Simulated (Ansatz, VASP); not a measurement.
## One calculation of WS2, two programs

File INCAR:

```
SYSTEM = WS2
ALGO = Normal
EDIFF = 1E-6
ENCUT = 520
GGA = PS
ISIF = 2
ISMEAR = 0
IVDW = 12
LASPH = .TRUE.
LCHARG = .FALSE.
LREAL = .FALSE.
LWAVE = .FALSE.
NBANDS = 20
NELM = 100
PREC = Accurate
SIGMA = 0.05
```

The input KPOINTS:

```
k-points
0
G
  12 12 2
  0 0 0
```

POSCAR

```
WS2
1.0
    3.1239380587      0.0000000000      0.0000000000
   -1.5619690294      2.7054097187      0.0000000000
    0.0000000000      0.0000000000     16.9375357456
W S
1 2
Direct
    0.3333333333      0.6666666667      0.0008072152
    0.6618010132      0.3333333333      0.9048367852
    0.6715323201      0.3333333333      0.0905344422
```

Input for Ansatz:

```yaml
crystal:
  lattice:
    - [3.1239380587, 0.0, 0.0]
    - [-1.5619690294, 2.7054097187, 0.0]
    - [0.0, 0.0, 16.9375357456]
  atoms:
    - { symbol: W, position: [0.3333333333, 0.6666666667, 0.0008072152] }
    - { symbol: S, position: [0.6618010132, 0.3333333333, 0.9048367852] }
    - { symbol: S, position: [0.6715323201, 0.3333333333, 0.0905344422] }
basis:
  ecutwfc: 420
kpoints:
  mp_grid: { grid: [12, 12, 2] }
hamiltonian:
  xc: pbesol
  pseudopotentials: { kind: paw, azcp: { folder: soft_1 } }
  dispersion: d3bj
scf:
  occupations: { method: gaussian, width: 0.05 }
output:
  forces: true
  stress: true
  eigenvalues: true
```

Change from the starting cell: mode 4 frozen in at -0.015 Å and mode 9 at -0.039 Å (largest displacements).

Alike in both runs: task single point; functional PBEsol; dispersion D3(BJ); k mesh 12 × 12 × 2; occupations gaussian, width 0.05 eV; no spin polarisation.

|  | VASP | Ansatz |
| --- | --- | --- |
| version | VASP 6.6.1 | Ansatz 0.2.0 |
| potentials or method | VASP PAW PBE potentials, release 64 (W_sv, S), cutoff 520 eV | scalar-relativistic, plane waves, PAW |
| valence electrons in the cell | 26 | 26 |

Ansatz gave:

| Item | Value |
| --- | --- |
| gap on the k mesh at the Fermi level (eV) | 1.97 |
| least direct gap on the mesh (eV) | 2.04 |
| rms of the force components (eV/Å) | 0.742 |

What did VASP give for the same quantities?

gap on the k mesh at the Fermi level (eV): 1.97; least direct gap on the mesh (eV): 2.04; rms of the force components (eV/Å): 0.744.

VASP's potentials were made for PBE, not for PBEsol, and Ansatz warns of the same on its side. Atom by atom the forces differ by 0.010 eV/Å (rms over components).

Spin-orbit coupling is off throughout.
